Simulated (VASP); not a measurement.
MgO: single point with r2SCAN

Crystal: MgO.

```
Mg O
1.0
     2.11797    2.11797    0.00000
    -2.11797    2.11797    0.00000
     0.00000    0.00000    4.07827
Mg O
2 2
Cartesian
  0.0000 0.0000 0.0000
  0.0000 2.1180 2.0391
  0.0000 2.1180 0.0000
  0.0000 0.0000 2.0391
```

This cell differs from its parent crystal: uniaxial strain along c: -3.0 %.

```yaml
Program: VASP 6.6.1
Task: single point
Functional: r2SCAN
Potentials_or_basis: VASP PAW PBE potentials, release 64 (Mg, O)
Cutoff: 520 eV
k_mesh: 8 × 8 × 6
Occupations: gaussian, width 0.02 eV
Spin: no spin polarisation
Dipole_correction: no
Further_INCAR_settings: ALGO = Normal; EDIFF = 1e-06; NBANDS = 16
```

| Item | Value |
| --- | --- |
| Pressure | 2.1 GPa |
| Band gap on the k mesh | 5.78 eV |

Stress tensor (GPa, compression positive):
```
-1.13  0.00  0.00
 0.00 -1.13  0.00
 0.00  0.00  8.49
```

Levels at points of the mesh, in eV from the valence-band top:
| k point | band 4 | band 5 | band 6 | band 7 | band 8 | band 9 | band 10 | band 11 | band 12 | band 13 |
| --- | --- | --- | --- | --- | --- | --- | --- | --- | --- | --- |
| (0.00, 0.00, 0.00) | -1.55 | -1.55 | -0.09 | 0.00 | 0.00 | 5.78 | 9.76 | 11.25 | 14.84 | 16.81 |
| (0.50, 0.00, 0.00) | -3.48 | -2.08 | -2.08 | -0.77 | -0.77 | 10.57 | 10.57 | 13.17 | 13.17 | 15.41 |
| (0.50, 0.50, 0.00) | -4.26 | -1.49 | -1.49 | -1.26 | -1.26 | 10.19 | 10.19 | 11.30 | 11.30 | 14.32 |
| (0.00, 0.00, 0.50) | -2.71 | -0.85 | -0.85 | -0.85 | -0.85 | 9.19 | 9.19 | 12.01 | 12.01 | 17.48 |
| (0.50, 0.00, 0.50) | -4.73 | -0.77 | -0.77 | -0.69 | -0.69 | 8.90 | 8.90 | 14.02 | 14.02 | 17.18 |
| (0.50, 0.50, 0.50) | -3.02 | -3.02 | -3.02 | -1.97 | -1.97 | 12.85 | 12.85 | 12.85 | 12.85 | 13.63 |

Wall time 2.9 min on 1 thread of Intel Xeon 8259CL, with other jobs on the host, peak memory 0.17 GiB.

Caveat: the cell differs from its parent crystal (uniaxial strain along c: -3.0 %); the PAW data sets were made with another functional, which shifts forces and pressure a little.
